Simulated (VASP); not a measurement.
# Bi (Im-3m) in VASP: single point with PBEsol

Aim: the single point of Bi with PBEsol.

Everything below comes from runs of VASP 6.6.1. Logs are shortened: lines on timing, memory, paths and dates and some standing lists are left out, and cuts for length are marked.

## (1) The cell of the first run

Symmetry: Im-3m, No. 229, cubic system. Conventional cell: a = 3.916 Å, b = 3.916 Å, c = 3.916 Å, α = 90.00°, β = 90.00°, γ = 90.00°. Bi (site symmetry m-3m) has 14 Bi at 3.39 to 3.92 Å within 4.5 Å.

## (2) Single point, PBEsol

INCAR reads:

```
SYSTEM = Bi
  ALGO = Normal
  EDIFF = 1E-6
  ENCUT = 520
  GGA = PS
  ISIF = 2
  ISMEAR = -1
  LASPH = .True.
  LCHARG = .True.
  LELF = .True.
  LREAL = .False.
  LVHAR = .True.
  LWAVE = .False.
  NBANDS = 14
  NELM = 80
  PREC = Accurate
  SIGMA = 0.13605693000000002
```

KPOINTS reads:

```
k-points
0
Gamma
  12 12 12
  0 0 0
```

POSCAR reads:

```
Bi
1.0
   -1.9581947490      1.9581947490      1.9581947490
    1.9581947490     -1.9581947490      1.9581947490
    1.9581947490      1.9581947490     -1.9581947490
Bi
1
Direct
    0.0000000000      0.0000000000      0.0000000000
```

Potentials or basis: VASP PAW PBE potentials, release 64 (Bi_d).

The run is started by

```
cat potpaw_PBE.64/Bi_d/POTCAR > POTCAR
mpirun -np 1 vasp_std > vasp.out
```

OUTCAR:

```text
SYSTEM = Bi
   EDIFF = 1E-6
   ENCUT = 520
   GGA = PS
   ISIF = 2
   ISMEAR = -1
   LASPH = .True.
   LREAL = .False.
   NELM = 80
   PREC = Accurate

 ion  position               nearest neighbor table
   1  0.000  0.000  0.000-

  LATTYP: Found a body centered cubic cell.
 ALAT       =     3.9163894980

  Lattice vectors:

 A1 = (  -1.9581947490,   1.9581947490,   1.9581947490)
 A2 = (   1.9581947490,  -1.9581947490,   1.9581947490)
 A3 = (   1.9581947490,   1.9581947490,  -1.9581947490)

Analysis of symmetry for initial positions (statically):
=====================================================================
 Subroutine PRICEL returns:
 Original cell was already a primitive cell.

 Routine SETGRP: Setting up the symmetry group for a
 body centered cubic supercell.

 Subroutine GETGRP returns: Found 48 space group operations
 (whereof 48 operations were pure point group operations)
 out of a pool of 48 trial point group operations.

The static configuration has the point symmetry O_h .

Analysis of symmetry for dynamics (positions and initial velocities):
=====================================================================
 Subroutine PRICEL returns:
 Original cell was already a primitive cell.

 Routine SETGRP: Setting up the symmetry group for a
 body centered cubic supercell.

 Subroutine GETGRP returns: Found 48 space group operations
 (whereof 48 operations were pure point group operations)
 out of a pool of 48 trial point group operations.

The dynamic configuration has the point symmetry O_h .

 Subroutine INISYM returns: Found 48 space group operations
 (whereof 48 operations are pure point group operations),
 and found     1 'primitive' translations

----------------------------------------------------------------------------------------

                                     Primitive cell

  volume of cell :      30.0350

  direct lattice vectors                    reciprocal lattice vectors
    -1.958194749  1.958194749  1.958194749     0.000000000  0.255337218  0.255337218
     1.958194749 -1.958194749  1.958194749     0.255337218  0.000000000  0.255337218
     1.958194749  1.958194749 -1.958194749     0.255337218  0.255337218  0.000000000

  length of vectors
     3.391692796  3.391692796  3.391692796     0.361101357  0.361101357  0.361101357

  position of ions in fractional coordinates (direct lattice)
     0.000000000  0.000000000  0.000000000
[... 70 lines left out ...]
   ISPIN  =      1    spin polarized calculation?
   LNONCOLLINEAR =      F non collinear calculations
   LSORBIT =      F    spin-orbit coupling
   LASPH  =      T    aspherical Exc in radial PAW
   ENCUT  =  520.0 eV  38.22 Ry    6.18 a.u.   6.31  6.31  6.31*2*pi/ulx,y,z
   NELM   =     80;   NELMIN=  2; NELMDL= -5     # of ELM steps
   EDIFF  = 0.1E-05   stopping-criterion for ELM
   LREAL  =      F    real-space projection
[... 7 lines left out ...]
   TEBEG  =    0.0;   TEEND  =   0.0 temperature during run
   PSTRESS=    0.0 pullay stress
   NELECT =      15.0000    total number of electrons
   NUPDOWN=      -1.0000    fix difference up-down
   EMIN   =  10.00;   EMAX   =-10.00  energy-range for DOS
   EFERMI =   0.00;   METHOD = LEGACY
   ISMEAR =    -1;   SIGMA  =   0.14  broadening in eV -4-tet -1-fermi 0-gaus
   EFERMI_NEDOS =   21; number of points for ismear=-14 and -15
   IALGO  =     38    algorithm
   IMIX   =      4    mixing-type and parameters
     AMIX     =   0.40;   BMIX     =  1.00
     AMIX_MAG =   1.60;   BMIX_MAG =  1.00
  volume/ion in A,a.u.               =      30.03       202.69
  Fermi-wavevector in a.u.,A,eV,Ry     =   1.298861  2.454492 22.953574  1.687040
  Thomas-Fermi vector in A             =   2.430162
   LORBIT       =      0    0 simple, 1 ext, 2 COOP (PROOUT), +10 PAW based schemes
   GGA     = PS    functional components
   LHFCALC =     F    Hartree Fock is set to
   AEXX    =    0.0000 exact exchange contribution
   IVDW    =     0    specifies the selected vdW correction
   LEPSILON=     F    determine dielectric tensor
   LRPA    =     F    only Hartree local field effects (RPA)
 non-spin polarized calculation
  energy-cutoff  :      520.00
  volume of cell :       30.03
 maximum number of plane-waves:       856
 NGX is ok and might be reduce to    28
   NGX = 13   NGY = 13   NGZ = 13

 number of electron      14.9999999 magnetization

 Free energy of the ion-electron system (eV)
  ---------------------------------------------------
  ext. energy  EPLUGINS =         0.00000000
  ---------------------------------------------------
  free energy    TOTEN  =        -4.24435594 eV

  energy without entropy =       -4.21148341  energy(sigma->0) =       -4.22791967

 E-fermi :   8.2164     XC(G=0): -10.6105

 val. band max:        7.9090228115   @ k =   0.2500   0.1667   0.1667
 cond. band min:       8.2607581623   @ k =  -0.4167   0.5000   0.0833
 fundamental gap:      0.3517353508
 Fermi energy:         8.2164155459

 k-point     1 :       0.0000    0.0000    0.0000
  band No.  band energies     occupation
      1     -14.7892      2.00000
      2     -14.7892      2.00000
      3     -14.7892      2.00000
      4     -14.6430      2.00000
      5     -14.6430      2.00000
      6      -5.5911      2.00000
      7      13.5692      0.00000
      8      13.5692      0.00000
      9      13.5692      0.00000
     10      17.7601      0.00000
     11      18.6782      0.00000
     12      18.6782      0.00000
     13      18.6782      0.00000
     14      20.1163      0.00000
[... 377 lines left out ...]
      1     -14.8205      2.00000
      2     -14.7521      2.00000
      3     -14.6509      2.00000
      4     -14.6507      2.00000
      5     -14.5742      2.00000
      6      -2.2109      2.00000
      7       3.2297      2.00000
      8       8.3223      0.62946
      9      10.1346      0.00000
     10      16.4542      0.00000
     11      17.8452      0.00000
     12      21.1983      0.00000
     13      22.2191      0.00000
     14      25.0802      0.00000

 [... further k-points ...]
[... 5 lines left out ...]
  --------------------------------------------------------------------------------------
  -------------------------------------------------------------------------------------
  Total       -0.0514684     -0.0514684     -0.0514684      0.0000000     -0.0000000      0.0000000
  in kB       -2.7455127     -2.7455127     -2.7455127      0.0000000     -0.0000000      0.0000000
  external PRESSURE =      -2.7455127 kB  Pullay stress =       0.0000000 kB

 VOLUME and BASIS-vectors are now :
 -----------------------------------------------------------------------------
  energy-cutoff  :      520.00
  volume of cell :       30.03
      direct lattice vectors                 reciprocal lattice vectors
    -1.958194749  1.958194749  1.958194749     0.000000000  0.255337218  0.255337218
     1.958194749 -1.958194749  1.958194749     0.255337218  0.000000000  0.255337218
     1.958194749  1.958194749 -1.958194749     0.255337218  0.255337218  0.000000000

 POSITION                                       TOTAL-FORCE (eV/Angst)
 -----------------------------------------------------------------------------------
      0.00000      0.00000      0.00000         0.000000      0.000000      0.000000
 -----------------------------------------------------------------------------------
    total drift:                                0.000000     -0.000000     -0.000000

  FREE ENERGIE OF THE ION-ELECTRON SYSTEM (eV)
  ---------------------------------------------------
  free  energy   TOTEN  =        -4.2443559360 eV

  energy  without entropy=       -4.2114834082  energy(sigma->0) =       -4.22791967
```

stdout:

```text
POSCAR found type information on POSCAR Bi
 POSCAR found :  1 types and       1 ions
 scaLAPACK will be used
 -----------------------------------------------------------------------------
|                                                                             |
|                                                                             |
|     You enforced a specific xc type in the INCAR file but a different       |
|     I HOPE YOU KNOW WHAT YOU ARE DOING!                                     |
|                                                                             |
 -----------------------------------------------------------------------------

 LDA part: xc-table for (Slater+PW92), standard interpolation
 POSCAR, INCAR and KPOINTS ok, starting setup
 FFT: planning ... GRIDC
 FFT: planning ... GRID_SOFT
 FFT: planning ... GRID
 WAVECAR not read
 entering main loop
```

It took 48 s on 1 thread of Intel Xeon 8259CL, shared host; peak memory 0.17 GiB.

What came out:

* Free energy: -4.2444 eV
* Pressure: -0.3 GPa

Levels at points of the mesh, in eV from the Fermi level:
| k point | band 5 | band 6 | band 7 | band 8 | band 9 | band 10 |
| --- | --- | --- | --- | --- | --- | --- |
| (0.00, 0.00, 0.00) | -22.86 | -13.81 | 5.35 | 5.35 | 5.35 | 9.54 |
| (0.50, 0.00, 0.00) | -22.77 | -10.55 | -5.32 | 1.62 | 3.52 | 6.06 |
| (0.50, 0.50, 0.50) | -22.79 | -8.29 | -1.91 | -1.91 | -1.91 | 3.46 |

Caveat: the PAW data sets were made with another functional, which shifts forces and pressure a little; spin-orbit coupling is left out, which moves the levels of the heavy elements.
